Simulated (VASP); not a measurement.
Runs of VASP 6.6.1 on SnS2. Symmetry: P-3m1, No. 164, trigonal system. The conventional cell has a = 3.661 Å, b = 3.661 Å, c = 5.962 Å, α = 90.00°, β = 90.00°, γ = 120.00°. Within 3.4 Å of Sn (site symmetry -3m) lie 6 S at 2.57 Å. Within 3.4 Å of S (site symmetry 3m) lie 3 Sn at 2.57 Å. 

```csv
level,share of exact exchange,screening parameter,gap on the mesh (eV),pressure (GPa),largest force (eV/Å)
PBE-based screened hybrid with 40 % exact exchange,0.4,0.5 1/Å,2.21,-0.5,0.30
PBE0,0.25,-,(a),-0.5,0.27
HSE06,0.25,0.2079 1/Å,2.43,-0.3,0.27
PBE-based screened hybrid with 30 % exact exchange,0.3,0.2078 1/Å,2.62,(b),0.36
```

Alike in all rows: task single point; potentials or basis VASP PAW PBE potentials, release 64 (Sn_d, S); no spin polarisation; cell as given; k mesh 6 × 6 × 2; cutoff (eV) 400; smearing gaussian 0.01 eV.

Q: Estimate the missing entries.

A: (a) 3.15; (b) -0.9.

Caveats: all runs use coarse meshes; the PAW data sets were made with another functional, which shifts forces and pressure a little; spin-orbit coupling is left out, which moves the levels of the heavy elements; this functional lacks dispersion, which binds the layers, so the pressure and a relaxed spacing across them are unreliable (at least some runs).

A k mesh can miss the band edges, and the runs leave out spin-orbit coupling on Sn.
